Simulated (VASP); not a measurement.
Here is a VASP 6.6.1 calculation.

The input INCAR:

```
SYSTEM = Ni
PREC     = Accurate       ! precision mode
ENCUT    = 520            ! plane-wave cutoff, eV
EDIFF    = 1E-6           ! SCF threshold, eV
ISMEAR   = -1             ! smearing method
SIGMA    = 0.05           ! smearing width, eV
LREAL    = .FALSE.        ! projectors in reciprocal space
LASPH    = .TRUE.         ! aspherical terms in the spheres
NELM     = 150            ! most SCF steps
ALGO     = Normal         ! electronic algorithm
ISIF     = 2              ! what is computed and relaxed
LWAVE    = .FALSE.        ! write WAVECAR
LCHARG   = .FALSE.        ! write CHGCAR
ISPIN    = 2              ! spin polarisation
MAGMOM   = 0.797 0.797    ! initial moments
LORBIT   = 11             ! projections on sites
LMAXMIX  = 4              ! l up to which the mixer works
GGA      = CA             ! functional
NBANDS   = 21             ! bands
```

KPOINTS

```
Automatic mesh
0
G
  12 12 12
  0 0 0
```

The input POSCAR:

```
Ni
1.0
    0.0000000000      2.4698952154      2.4698952154
    2.4698952154      0.0000000000      2.4698952154
    2.4698952154      2.4698952154      0.0000000000
Ni
2
Direct
    0.1250000000      0.1250000000      0.1250000000
    0.8750000000      0.8750000000      0.8750000000
```

Potentials or basis: VASP PAW LDA potentials, release 64 (Ni).

Launch:

```sh
$ cat potpaw_LDA.64/Ni/POTCAR > POTCAR
$ mpirun -np 1 vasp_std > vasp.out
```

(1) Predict the pressure.

(2) Predict the site moments.

(3) What does it give for the net moment?

## Answers

(1) -0.2 GPa.

(2) Ni +0.74 μB.

(3) 1.49 μB per cell.
